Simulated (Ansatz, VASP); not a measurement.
# One calculation of PtS2, two programs

```
Pt S
1.0
     3.54320    0.00000    0.00000
    -1.77160    3.06850    0.00000
     0.00000    0.00000    5.03880
Pt S
1 2
Direct
  0.00000 0.00000 0.00000
  0.33333 0.66667 0.22700
  0.66667 0.33333 0.77300
```

Alike in both runs: task relaxation of cell and atoms; functional LDA; k mesh 12 × 12 × 8; occupations fermi-dirac, width 0.05 eV; no spin polarisation.

|  | VASP | Ansatz |
| --- | --- | --- |
| version | VASP 6.6.1 | Ansatz 0.2.0 |
| potentials or method | VASP PAW LDA potentials, release 64 (Pt, S) | PAW with Ansatz's default frozen-core files, scalar-relativistic |
| plane-wave cutoff (eV) | 600 | 420 |
| valence electrons in the cell | 22 | 30 |

|  | VASP | Ansatz | Ansatz less VASP |
| --- | --- | --- | --- |
| relaxed volume (Å³/atom) | 16.62 | 16.59 | -0.034 |
| relaxed cell length with the largest relative difference (Å) | 4.538 | 4.528 | -0.0101 |

LDA's correlation is that of Perdew and Zunger in VASP and of Perdew and Wang (1992) in Ansatz. VASP's potentials hold 22 valence electrons a cell and Ansatz's 30, so a difference there can come from the potentials and not from the codes.

Spin-orbit coupling is off throughout.
